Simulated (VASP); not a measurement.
# C in VASP: further runs

Runs on C. Level: PBE. Tasks: single point.

All numbers are computed with VASP 6.6.1; they aren't measurements. Logs are shortened: lines on timing, memory, paths and dates and some standing lists are left out, and cuts for length are marked.

## (1) The cell of the first run

The structure is cubic, space group Fd-3m (No. 227). The conventional cell has a = 3.560 Å, b = 3.560 Å, c = 3.560 Å, α = 90.00°, β = 90.00°, γ = 90.00°. C (site symmetry -43m) has 4 C at 1.54 Å within 2.1 Å.

## (2) Single point, PBE

Input file INCAR:

```
PREC = Accurate
ENCUT = 520
EDIFF = 1E-6
ISMEAR = 0
SIGMA = 0.01
LREAL = False
LASPH = True
NELM = 80
ALGO = Normal
ISIF = 2
LWAVE = False
LCHARG = False
GGA = PE
NBANDS = 11
```

Input file KPOINTS:

```
regular mesh
0
Gamma
  6 6 6
```

Input file POSCAR:

```
C
1.0
    0.0000000000      1.7801241423      1.7801241423
    1.7801241423      0.0000000000      1.7801241423
    1.7801241423      1.7801241423      0.0000000000
C
2
Direct
    0.0000000000      0.0000000000      0.0000000000
    0.2500000000      0.2500000000      0.2500000000
```

Potentials or basis: VASP PAW PBE potentials, release 64 (C).

Started as:

```
cat potpaw_PBE.64/C/POTCAR > POTCAR
mpirun -np 1 vasp_std > vasp.out
```

OUTCAR:

```text
PREC = Accurate
   ENCUT = 520
   EDIFF = 1E-6
   ISMEAR = 0
   LREAL = False
   LASPH = True
   NELM = 80
   ISIF = 2
   GGA = PE

 ion  position               nearest neighbor table
   1  0.000  0.000  0.000-   2 1.54   2 1.54   2 1.54   2 1.54
   2  0.250  0.250  0.250-   1 1.54   1 1.54   1 1.54   1 1.54

  LATTYP: Found a face centered cubic cell.
 ALAT       =     3.5602482846

  Lattice vectors:

 A1 = (   0.0000000000,   1.7801241423,   1.7801241423)
 A2 = (   1.7801241423,   0.0000000000,   1.7801241423)
 A3 = (   1.7801241423,   1.7801241423,   0.0000000000)

Analysis of symmetry for initial positions (statically):
=====================================================================
 Subroutine PRICEL returns:
 Original cell was already a primitive cell.

 Routine SETGRP: Setting up the symmetry group for a
 face centered cubic supercell.

 Subroutine GETGRP returns: Found 48 space group operations
 (whereof 24 operations were pure point group operations)
 out of a pool of 48 trial point group operations.

The static configuration has the point symmetry T_d .
 The point group associated with its full space group is O_h .

Analysis of symmetry for dynamics (positions and initial velocities):
=====================================================================
 Subroutine PRICEL returns:
 Original cell was already a primitive cell.

 Routine SETGRP: Setting up the symmetry group for a
 face centered cubic supercell.

 Subroutine GETGRP returns: Found 48 space group operations
 (whereof 24 operations were pure point group operations)
 out of a pool of 48 trial point group operations.

The dynamic configuration has the point symmetry T_d .
 The point group associated with its full space group is O_h .

 Subroutine INISYM returns: Found 48 space group operations
 (whereof 24 operations are pure point group operations),
 and found     1 'primitive' translations

----------------------------------------------------------------------------------------

                                     Primitive cell

  volume of cell :      11.2819

  direct lattice vectors                    reciprocal lattice vectors
     0.000000000  1.780124142  1.780124142    -0.280879287  0.280879287  0.280879287
     1.780124142  0.000000000  1.780124142     0.280879287 -0.280879287  0.280879287
     1.780124142  1.780124142  0.000000000     0.280879287  0.280879287 -0.280879287

  length of vectors
     2.517475705  2.517475705  2.517475705     0.486497196  0.486497196  0.486497196

  position of ions in fractional coordinates (direct lattice)
     0.000000000  0.000000000  0.000000000
     0.250000000  0.250000000  0.250000000

  ion indices of the primitive-cell ions
   primitive index   ion index
                 1           1
                 2           2

----------------------------------------------------------------------------------------

 KPOINTS: regular mesh

Automatic generation of k-mesh.
 Grid dimensions read from file:
 generate k-points for:    6    6    6

 Generating k-lattice:

  Cartesian coordinates                     Fractional coordinates (reciprocal lattice)
    -0.046813215  0.046813215  0.046813215     0.166666667  0.000000000  0.000000000
     0.046813215 -0.046813215  0.046813215     0.000000000  0.166666667  0.000000000
     0.046813215  0.046813215 -0.046813215     0.000000000  0.000000000  0.166666667

  Length of vectors
     0.081082866  0.081082866  0.081082866

  Shift w.r.t. Gamma in fractional coordinates (k-lattice)
     0.000000000  0.000000000  0.000000000

 Subroutine IBZKPT returns following result:
 ===========================================

 Found     16 irreducible k-points:

 Following reciprocal coordinates:
            Coordinates               Weight
  0.000000  0.000000  0.000000      1.000000
  0.166667  0.000000  0.000000      8.000000
  0.333333  0.000000  0.000000      8.000000
  0.500000  0.000000  0.000000      4.000000
  0.166667  0.166667  0.000000      6.000000
  0.333333  0.166667  0.000000     24.000000
[... 8 lines left out ...]
 -0.333333  0.333333  0.166667     24.000000
 -0.333333  0.500000  0.166667     12.000000
   k-points           NKPTS =     16   k-points in BZ     NKDIM =     16   number of bands    NBANDS=     11
   number of dos      NEDOS =    301   number of ions     NIONS =      2
   total plane-waves  NPLWV =   8000
   dimension x,y,z NGX =    20 NGY =   20 NGZ =   20
   dimension x,y,z NGXF=    40 NGYF=   40 NGZF=   40
   ions per type =               2
   NGX,Y,Z   is equivalent  to a cutoff of  13.21, 13.21, 13.21 a.u.
   NGXF,Y,Z  is equivalent  to a cutoff of  26.41, 26.41, 26.41 a.u.
 SYSTEM =  unknown system
   PREC   = accura    normal or accurate (medium, high low for compatibility)
   ISTART =      0    job   : 0-new  1-cont  2-samecut
   ICHARG =      2    charge: 1-file 2-atom 10-const
   ISPIN  =      1    spin polarized calculation?
   LNONCOLLINEAR =      F non collinear calculations
   LSORBIT =      F    spin-orbit coupling
   LASPH  =      T    aspherical Exc in radial PAW
   ENCUT  =  520.0 eV  38.22 Ry    6.18 a.u.   4.68  4.68  4.68*2*pi/ulx,y,z
   NELM   =     80;   NELMIN=  2; NELMDL= -5     # of ELM steps
   EDIFF  = 0.1E-05   stopping-criterion for ELM
   LREAL  =      F    real-space projection
   EDIFFG = 0.1E-04   stopping-criterion for IOM
   NSW    =      0    number of steps for IOM
   IBRION =     -1    ionic relax: 0-MD 1-quasi-New 2-CG
   NFREE  =      0    steps in history (QN), initial steepest desc. (CG)
   ISIF   =      2    stress and relaxation
   ISYM   =      2    0-nonsym 1-usesym 2-fastsym
   POTIM  = 0.5000    time-step for ionic-motion
   TEBEG  =    0.0;   TEEND  =   0.0 temperature during run
   PSTRESS=    0.0 pullay stress
   NELECT =       8.0000    total number of electrons
   NUPDOWN=      -1.0000    fix difference up-down
   EMIN   =  10.00;   EMAX   =-10.00  energy-range for DOS
   EFERMI =   0.00;   METHOD = LEGACY
   ISMEAR =     0;   SIGMA  =   0.01  broadening in eV -4-tet -1-fermi 0-gaus
   EFERMI_NEDOS =   21; number of points for ismear=-14 and -15
   IALGO  =     38    algorithm
   IMIX   =      4    mixing-type and parameters
     AMIX     =   0.40;   BMIX     =  1.00
     AMIX_MAG =   1.60;   BMIX_MAG =  1.00
  volume/ion in A,a.u.               =       5.64        38.07
  Fermi-wavevector in a.u.,A,eV,Ry     =   1.459860  2.758735 28.996616  2.131191
  Thomas-Fermi vector in A             =   2.576377
   LORBIT       =      0    0 simple, 1 ext, 2 COOP (PROOUT), +10 PAW based schemes
   GGA     = PE    functional components
   LHFCALC =     F    Hartree Fock is set to
   AEXX    =    0.0000 exact exchange contribution
   IVDW    =     0    specifies the selected vdW correction
   LEPSILON=     F    determine dielectric tensor
   LRPA    =     F    only Hartree local field effects (RPA)
 non-spin polarized calculation
 Gauss-broadening in eV      SIGMA  =   0.01
  energy-cutoff  :      520.00
  volume of cell :       11.28
 maximum number of plane-waves:       310
   NGX =  9   NGY =  9   NGZ =  9

 number of electron       7.9999999 magnetization

 Free energy of the ion-electron system (eV)
  ---------------------------------------------------
  ext. energy  EPLUGINS =         0.00000000
  ---------------------------------------------------
  free energy    TOTEN  =       -18.17431663 eV

  energy without entropy =      -18.17431663  energy(sigma->0) =      -18.17431663

 E-fermi :   9.9668     XC(G=0): -13.2769

 val. band max:        9.8128305748   @ k =   0.0000   0.0000   0.0000
 cond. band min:      13.9768854750   @ k =   0.3333   0.3333   0.0000
 fundamental gap:      4.1640549003
 Fermi energy:         9.9667998239

 k-point     1 :       0.0000    0.0000    0.0000
  band No.  band energies     occupation
      1     -11.7395      2.00000
      2       9.8128      2.00000
      3       9.8128      2.00000
      4       9.8128      2.00000
      5      15.4168      0.00000
      6      15.4168      0.00000
      7      15.4168      0.00000
      8      23.2703      0.00000
      9      29.1755      0.00000
     10      36.4047      0.00000
     11      36.4047      0.00000

 k-point     2 :       0.1667    0.0000    0.0000
  band No.  band energies     occupation
      1     -10.9695      2.00000
      2       6.0407      2.00000
      3       8.7836      2.00000
      4       8.7836      2.00000
      5      16.7666      0.00000
      6      16.7666      0.00000
      7      17.2416      0.00000
      8      23.8934      0.00000
      9      30.1674      0.00000
     10      32.6669      0.00000
     11      32.6669      0.00000

 k-point     3 :       0.3333    0.0000    0.0000
  band No.  band energies     occupation
      1      -8.7107      2.00000
      2       0.4053      2.00000
      3       7.4812      2.00000
      4       7.4812      2.00000
      5      18.1143      0.00000
      6      18.1143      0.00000
      7      18.4461      0.00000
      8      25.1342      0.00000
      9      30.8397      0.00000
     10      33.0915      0.00000
     11      33.0915      0.00000

 k-point     4 :       0.5000    0.0000    0.0000
  band No.  band energies     occupation
      1      -5.9317      2.00000
      2      -3.6213      2.00000
      3       6.9984      2.00000
      4       6.9984      2.00000
      5      18.2940      0.00000
      6      18.2940      0.00000
      7      18.7346      0.00000
      8      25.5604      0.00000
      9      31.7889      0.00000
     10      34.0925      0.00000
     11      35.8289      0.00000

 k-point     5 :       0.1667    0.1667    0.0000
  band No.  band energies     occupation
      1     -10.7134      2.00000
      2       7.2253      2.00000
      3       7.2253      2.00000
      4       7.5722      2.00000
      5      14.7552      0.00000
      6      18.8727      0.00000
      7      18.8727      0.00000
      8      22.5907      0.00000
      9      29.7352      0.00000
     10      30.7484      0.00000
     11      37.7094      0.00000
[... 99 lines left out ...]
 k-point    13 :       0.5000    0.5000    0.0000
  band No.  band energies     occupation
      1      -2.9902      2.00000
      2      -2.9902      2.00000
      3       3.4809      2.00000
      4       3.4809      2.00000
      5      14.5810      0.00000
      6      14.5810      0.00000
      7      26.7051      0.00000
      8      26.7051      0.00000
      9      33.1528      0.00000
     10      33.1528      0.00000
     11      42.2675      0.00000

 k-point    14 :       0.5000    0.3333    0.1667
  band No.  band energies     occupation
      1      -6.7619      2.00000
      2       1.0970      2.00000
      3       2.4634      2.00000
      4       4.9822      2.00000
      5      17.5398      0.00000
      6      19.8281      0.00000
      7      21.3060      0.00000
      8      24.0454      0.00000
      9      30.5603      0.00000
     10      31.9388      0.00000
     11      37.0080      0.00000

 k-point    15 :      -0.3333    0.3333    0.1667
  band No.  band energies     occupation
      1      -4.1478      2.00000
      2      -1.9488      2.00000
      3       1.9573      2.00000
      4       3.8526      2.00000
      5      18.6235      0.00000
      6      19.8968      0.00000
      7      23.6348      0.00000
      8      23.8786      0.00000
      9      28.0159      0.00000
     10      33.3017      0.00000
     11      37.2028      0.00000

 k-point    16 :      -0.3333    0.5000    0.1667
  band No.  band energies     occupation
      1      -2.4408      2.00000
      2      -2.4408      2.00000
      3       1.9592      2.00000
      4       1.9592      2.00000
      5      18.0581      0.00000
      6      18.0581      0.00000
      7      24.3946      0.00000
      8      24.3946      0.00000
      9      31.5923      0.00000
     10      31.5923      0.00000
     11      40.5788      0.00000

------------------------ aborting loop because EDIFF is reached ----------------------------------------

  FORCE on cell =-STRESS in cart. coord.  units (eV):
  Direction    XX          YY          ZZ          XY          YZ          ZX
  --------------------------------------------------------------------------------------
  -------------------------------------------------------------------------------------
  Total        0.3506192      0.3506192      0.3506192      0.0000000     -0.0000000      0.0000000
  in kB       49.7926656     49.7926656     49.7926656      0.0000000     -0.0000000      0.0000000
  external PRESSURE =      49.7926656 kB  Pullay stress =       0.0000000 kB

 VOLUME and BASIS-vectors are now :
 -----------------------------------------------------------------------------
  energy-cutoff  :      520.00
  volume of cell :       11.28
      direct lattice vectors                 reciprocal lattice vectors
     0.000000000  1.780124142  1.780124142    -0.280879287  0.280879287  0.280879287
     1.780124142  0.000000000  1.780124142     0.280879287 -0.280879287  0.280879287
     1.780124142  1.780124142  0.000000000     0.280879287  0.280879287 -0.280879287

 POSITION                                       TOTAL-FORCE (eV/Angst)
 -----------------------------------------------------------------------------------
      0.00000      0.00000      0.00000         0.000000      0.000000      0.000000
      0.89006      0.89006      0.89006        -0.000000     -0.000000     -0.000000
 -----------------------------------------------------------------------------------
    total drift:                                0.000000      0.000000      0.000000

  FREE ENERGIE OF THE ION-ELECTRON SYSTEM (eV)
  ---------------------------------------------------
  free  energy   TOTEN  =       -18.1743166348 eV

  energy  without entropy=      -18.1743166348  energy(sigma->0) =      -18.17431663
```

Wall time 1.9 s (1 thread of Intel Xeon Platinum 8375C at 2.90GHz (Ice Lake), shared host); peak memory 0.11 GiB.

Results:

| Quantity | Value |
| --- | --- |
| Free energy | -18.1743 eV |
| Pressure | 5.0 GPa |
| Band gap on the k mesh | 4.16 eV, indirect (least direct gap 5.60 eV) |

Caveat: the k points lie up to 0.51 Å⁻¹ apart. A k mesh can miss the band edges.

(Continued in part 2 of 2.)
